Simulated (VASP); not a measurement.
# Mg12O (a cell with a defect) in VASP: relaxation of the atoms with LDA

Aim: the relaxation of the atoms of Mg12O (a cell with a defect) with LDA.

All numbers are computed with VASP 6.6.1; they aren't measurements. Logs are shortened: lines on timing, memory, paths and dates and some standing lists are left out, and cuts for length are marked.

### 1 The cell of the first run

The cell holds a defect, 13 atoms: a = 6.420 Å, b = 9.630 Å, c = 5.213 Å, α = 90.00°, β = 90.00°, γ = 120.00°.

### 2 Relaxation of the atoms, LDA

INCAR

```
PREC = Accurate
ENCUT = 520
EDIFF = 1E-6
ISMEAR = 0
SIGMA = 0.05
LREAL = F
LASPH = T
NELM = 60
ALGO = Normal
ISIF = 2
LWAVE = F
LCHARG = F
GGA = CA
IBRION = 2
NSW = 80
EDIFFG = -0.03
```

KPOINTS

```
regular mesh
0
Gamma
  3 2 3
```

POSCAR

```
Mg12O
1.0
    6.4200000000      0.0000000000      0.0000000000
   -4.8150000000      8.3398250000      0.0000000000
    0.0000000000      0.0000000000      5.2130400000
Mg O
12 1
Direct
    0.0000000000      0.0000000000      0.0000000000
    0.1666667000      0.2222222000      0.5000000000
    0.0000000000      0.3333333000      0.0000000000
    0.1666667000      0.5555556000      0.5000000000
    0.0000000000      0.6666667000      0.0000000000
    0.1666667000      0.8888889000      0.5000000000
    0.5000000000      0.0000000000      0.0000000000
    0.6666667000      0.2222222000      0.5000000000
    0.5000000000      0.3333333000      0.0000000000
    0.6666667000      0.5555556000      0.5000000000
    0.5000000000      0.6666667000      0.0000000000
    0.6666667000      0.8888889000      0.5000000000
    0.3342202000      0.1128058000      0.7664748000
```

Potentials or basis: VASP PAW LDA potentials, release 64 (Mg, O).

Started as:

```sh
$ cat potpaw_LDA.64/Mg/POTCAR potpaw_LDA.64/O/POTCAR > POTCAR
$ mpirun -np 1 vasp_std > vasp.out
```

OUTCAR:

```text
PREC = Accurate
   ENCUT = 520
   EDIFF = 1E-6
   ISMEAR = 0
   LREAL = F
   LASPH = T
   NELM = 60
   ISIF = 2
   GGA = CA
   IBRION = 2
   NSW = 80
   EDIFFG = -0.03

 ion  position               nearest neighbor table
   1  0.000  0.000  0.000-  13 2.22  12 3.20  12 3.20   2 3.20   2 3.20   6 3.20   6 3.20   3 3.21
                             5 3.21   9 3.21  11 3.21   7 3.21   7 3.21
   2  0.167  0.222  0.500-  13 2.31   9 3.20   9 3.20   1 3.20   1 3.20   3 3.20   3 3.20   6 3.21
                            12 3.21   8 3.21   8 3.21  10 3.21   4 3.21
   3  0.000  0.333  0.000-   8 3.20   8 3.20   2 3.20   2 3.20   4 3.20   4 3.20   1 3.21   7 3.21
                             9 3.21   9 3.21  11 3.21   5 3.21
   4  0.167  0.556  0.500-  11 3.20  11 3.20   5 3.20   5 3.20   3 3.20   3 3.20   6 3.21  12 3.21
                            10 3.21  10 3.21   8 3.21   2 3.21
   5  0.000  0.667  0.000-  10 3.20  10 3.20   6 3.20   6 3.20   4 3.20   4 3.20   1 3.21   7 3.21
                            11 3.21  11 3.21   9 3.21   3 3.21
   6  0.167  0.889  0.500-  13 2.33   7 3.20   7 3.20   5 3.20   5 3.20   1 3.20   1 3.20   2 3.21
                             4 3.21   8 3.21  10 3.21  12 3.21  12 3.21
   7  0.500  0.000  0.000-  13 2.23   6 3.20   6 3.20   8 3.20   8 3.20  12 3.20  12 3.20  11 3.21
                             9 3.21   3 3.21   5 3.21   1 3.21   1 3.21
   8  0.667  0.222  0.500-  13 2.31   3 3.20   3 3.20   7 3.20   7 3.20   9 3.20   9 3.20  12 3.21
                             6 3.21   2 3.21   2 3.21   4 3.21  10 3.21
   9  0.500  0.333  0.000-  13 2.21   2 3.20   2 3.20   8 3.20   8 3.20  10 3.20  10 3.20   7 3.21
                             1 3.21   3 3.21   3 3.21   5 3.21  11 3.21
  10  0.667  0.556  0.500-   5 3.20   5 3.20  11 3.20  11 3.20   9 3.20   9 3.20  12 3.21   6 3.21
                             4 3.21   4 3.21   2 3.21   8 3.21
  11  0.500  0.667  0.000-   4 3.20   4 3.20  12 3.20  12 3.20  10 3.20  10 3.20   7 3.21   1 3.21
                             5 3.21   5 3.21   3 3.21   9 3.21
  12  0.667  0.889  0.500-   1 3.20   1 3.20  11 3.20  11 3.20   7 3.20   7 3.20   8 3.21  10 3.21
                             2 3.21   4 3.21   6 3.21   6 3.21
  13  0.334  0.113  0.766-   9 2.21   1 2.22   7 2.23   2 2.31   8 2.31   6 2.33

  LATTYP: Found a simple monoclinic cell.
 ALAT       =     6.4200000000
 B/A-ratio  =     0.8120000000
 C/A-ratio  =     1.3228757108
 COS(beta)  =    -0.1889822286

  Lattice vectors:

 A1 = (   6.4200000000,   0.0000000000,   0.0000000000)
 A2 = (   0.0000000000,   0.0000000000,   5.2130400000)
 A3 = (  -1.6050000000,  -8.3398250000,   0.0000000000)

Analysis of symmetry for initial positions (statically):
=====================================================================
 Subroutine PRICEL returns:
 Original cell was already a primitive cell.

 Routine SETGRP: Setting up the symmetry group for a
 simple monoclinic supercell.

 Subroutine GETGRP returns: Found  1 space group operations
 (whereof  1 operations were pure point group operations)
 out of a pool of  4 trial point group operations.

The static configuration has the point symmetry C_1 .
[... 138 lines left out ...]
   NELM   =     60;   NELMIN=  2; NELMDL= -5     # of ELM steps
   EDIFF  = 0.1E-05   stopping-criterion for ELM
   LREAL  =      F    real-space projection
   EDIFFG = -.3E-01   stopping-criterion for IOM
   NSW    =     80    number of steps for IOM
   IBRION =      2    ionic relax: 0-MD 1-quasi-New 2-CG
   NFREE  =      1    steps in history (QN), initial steepest desc. (CG)
   ISIF   =      2    stress and relaxation
   ISYM   =      2    0-nonsym 1-usesym 2-fastsym
   POTIM  = 0.5000    time-step for ionic-motion
   TEBEG  =    0.0;   TEEND  =   0.0 temperature during run
   PSTRESS=    0.0 pullay stress
   NELECT =      30.0000    total number of electrons
   NUPDOWN=      -1.0000    fix difference up-down
   EMIN   =  10.00;   EMAX   =-10.00  energy-range for DOS
   EFERMI =   0.00;   METHOD = LEGACY
   ISMEAR =     0;   SIGMA  =   0.05  broadening in eV -4-tet -1-fermi 0-gaus
   EFERMI_NEDOS =   21; number of points for ismear=-14 and -15
   IALGO  =     38    algorithm
   IMIX   =      4    mixing-type and parameters
     AMIX     =   0.40;   BMIX     =  1.00
     AMIX_MAG =   1.60;   BMIX_MAG =  1.00
  volume/ion in A,a.u.               =      21.47       144.89
  Fermi-wavevector in a.u.,A,eV,Ry     =   0.778373  1.470911  8.243280  0.605864
  Thomas-Fermi vector in A             =   1.881255
   LORBIT       =      0    0 simple, 1 ext, 2 COOP (PROOUT), +10 PAW based schemes
   GGA     = CA    functional components
   LHFCALC =     F    Hartree Fock is set to
   AEXX    =    0.0000 exact exchange contribution
   IVDW    =     0    specifies the selected vdW correction
   LEPSILON=     F    determine dielectric tensor
   LRPA    =     F    only Hartree local field effects (RPA)
 conjugate gradient relaxation of ions
 non-spin polarized calculation
 Gauss-broadening in eV      SIGMA  =   0.05
  energy-cutoff  :      520.00
  volume of cell :      279.11
 maximum number of plane-waves:      7549
   NGX = 23   NGY = 35   NGZ = 19

--------------------------------------- Ionic step        1  -------------------------------------------

 number of electron      30.0000000 magnetization

 Free energy of the ion-electron system (eV)
  ---------------------------------------------------
  ext. energy  EPLUGINS =         0.00000000
  ---------------------------------------------------
  free energy    TOTEN  =       -31.11630769 eV

  energy without entropy =      -31.10994848  energy(sigma->0) =      -31.11312808

------------------------ aborting loop because EDIFF is reached ----------------------------------------

  FORCE on cell =-STRESS in cart. coord.  units (eV):
  Direction    XX          YY          ZZ          XY          YZ          ZX
  --------------------------------------------------------------------------------------
  -------------------------------------------------------------------------------------
  Total       -8.5793379     -7.8282527     -4.4774920     -0.1799710     -0.1530586     -0.0217709
  in kB      -49.2471762    -44.9357916    -25.7017315     -1.0330706     -0.8785878     -0.1249693
  external PRESSURE =     -39.9615664 kB  Pullay stress =       0.0000000 kB
[... 316 lines left out ...]
--------------------------------------- Ionic step        8  -------------------------------------------

 number of electron      30.0000001 magnetization

 Free energy of the ion-electron system (eV)
  ---------------------------------------------------
  ext. energy  EPLUGINS =         0.00000000
  ---------------------------------------------------
  free energy    TOTEN  =       -31.28218499 eV

  energy without entropy =      -31.27629337  energy(sigma->0) =      -31.27923918

 E-fermi :   2.6977     XC(G=0):  -8.7920

 val. band max:        2.6822080738   @ k =   0.0000   0.5000   0.0000
 cond. band min:       2.7211276124   @ k =   0.3333   0.0000   0.3333
 fundamental gap:      0.0389195386
 Fermi energy:         2.6977480993

 k-point     1 :       0.0000    0.0000    0.0000
  band No.  band energies     occupation
      1     -16.5383      2.00000
      2      -3.9525      2.00000
      3      -3.6123      2.00000
      4      -3.4048      2.00000
      5      -3.1602      2.00000
      6      -1.7103      2.00000
[... 279 lines left out ...]
  FREE ENERGIE OF THE ION-ELECTRON SYSTEM (eV)
  ---------------------------------------------------
  free  energy   TOTEN  =       -31.2821849901 eV

  energy  without entropy=      -31.2762933724  energy(sigma->0) =      -31.27923918

 reached required accuracy - stopping structural energy minimisation
```

CONTCAR:

```text
Mg12O
   1.00000000000000
     6.4199999999999999    0.0000000000000000    0.0000000000000000
    -4.8150000000000004    8.3398249999999994    0.0000000000000000
     0.0000000000000000    0.0000000000000000    5.2130400000000003
  Mg              O
    12     1
Direct
     0.0137322347325101    0.0037450275445393    0.9949656451060199
     0.1760523874392392    0.2196676564908468    0.5061118177967245
     0.0085390116934685    0.3408693865166783    0.0059034388123045
     0.1715830411748180    0.5562703589414518    0.5055551907383617
     0.0019380094703639    0.6638250534793243    0.9971239435887281
     0.1756167682317992    0.8983184334237454    0.5091634605519993
     0.4908127979627460    0.0026330727270625    0.9979065106493504
     0.6524677185716280    0.2184976128592521    0.5092790438411595
     0.4915166940895280    0.3246307751092829    0.9954381244664124
     0.6637789340533107    0.5575595158712942    0.5029735876962544
     0.4955572807700942    0.6662454519065231    0.9945763802535125
     0.6588173710629104    0.8824499895476381    0.4946123582320069
     0.3338081507475835    0.1114268655823445    0.7528652982671631

  0.00000000E+00  0.00000000E+00  0.00000000E+00
  0.00000000E+00  0.00000000E+00  0.00000000E+00
  0.00000000E+00  0.00000000E+00  0.00000000E+00
  0.00000000E+00  0.00000000E+00  0.00000000E+00
  0.00000000E+00  0.00000000E+00  0.00000000E+00
  0.00000000E+00  0.00000000E+00  0.00000000E+00
  0.00000000E+00  0.00000000E+00  0.00000000E+00
  0.00000000E+00  0.00000000E+00  0.00000000E+00
  0.00000000E+00  0.00000000E+00  0.00000000E+00
  0.00000000E+00  0.00000000E+00  0.00000000E+00
  0.00000000E+00  0.00000000E+00  0.00000000E+00
  0.00000000E+00  0.00000000E+00  0.00000000E+00
  0.00000000E+00  0.00000000E+00  0.00000000E+00
```

Wall time 11 min (1 thread of AMD EPYC 7R43 (Zen 3), shared host); peak memory 0.29 GiB.

What came out:

```yaml
Free_energy: -31.2822 eV
Energy_gained_by_relaxing: 12.8 meV/atom
Ionic_steps: 8
Pressure_after_relaxing: -3.5 GPa
Largest_force_after_relaxing: 0.028 eV/Å
Band_gap_on_the_k_mesh: zero (bands 15 and 16 overlap by 0.69 eV)
```

Forces in eV/Å, atoms in the order of the input:
```
Mg  -0.010 -0.005 -0.020
Mg  -0.016 -0.001  0.004
Mg   0.010 -0.005  0.026
Mg  -0.005 -0.007  0.019
Mg   0.000  0.005  0.005
Mg  -0.002 -0.010 -0.002
Mg   0.007  0.005 -0.007
Mg   0.021  0.015  0.011
Mg  -0.001 -0.007 -0.011
Mg  -0.001  0.012  0.006
Mg   0.003  0.012 -0.019
Mg  -0.004 -0.011 -0.009
O   -0.002 -0.003 -0.003
```

Stress tensor (GPa, compression positive):
```
-4.16 -0.15 -0.07
-0.15 -3.92 -0.15
-0.07 -0.15 -2.45
```

The path:
| step | energy change (eV) | largest force (eV/Å) | pressure (GPa) |
| --- | --- | --- | --- |
| 1 | 0.0000 | 0.5439 | -4.00 |
| 2 | -0.0757 | 0.3832 | -3.89 |
| 3 | -0.1496 | 0.2029 | -3.41 |
| 4 | -0.1506 | 0.1959 | -3.48 |
| 5 | -0.1575 | 0.1430 | -3.50 |
| 6 | -0.1651 | 0.0410 | -3.50 |
| 7 | -0.1651 | 0.0426 | -3.50 |
| 8 | -0.1659 | 0.0285 | -3.51 |

Final structure:
```
Mg O
1.0
     6.42000    0.00000    0.00000
    -4.81500    8.33982    0.00000
     0.00000    0.00000    5.21304
Mg O
12 1
Direct
  0.01373 0.00375 0.99497
  0.17605 0.21967 0.50611
  0.00854 0.34087 0.00590
  0.17158 0.55627 0.50556
  0.00194 0.66383 0.99712
  0.17562 0.89832 0.50916
  0.49081 0.00263 0.99791
  0.65247 0.21850 0.50928
  0.49152 0.32463 0.99544
  0.66378 0.55756 0.50297
  0.49556 0.66625 0.99458
  0.65882 0.88245 0.49461
  0.33381 0.11143 0.75287
```

Levels at points of the mesh, in eV from the Fermi level:
```tsv
k point	band 11	band 12	band 13	band 14	band 15	band 16	band 17	band 18	band 19	band 20
(0.00, 0.00, 0.00)	-1.49	-1.29	-0.92	-0.14	0.18	0.46	0.59	0.91	1.11	1.69
(0.00, 0.50, 0.00)	-1.78	-1.45	-0.97	-0.81	-0.64	-0.02	0.34	0.34	1.93	2.12
```

Caveat: the k points lie up to 0.40 Å⁻¹ apart, too coarse for converged energies and pressures of a metal.

The gap in the log of VASP goes by the Fermi energy; the results here count the filled bands.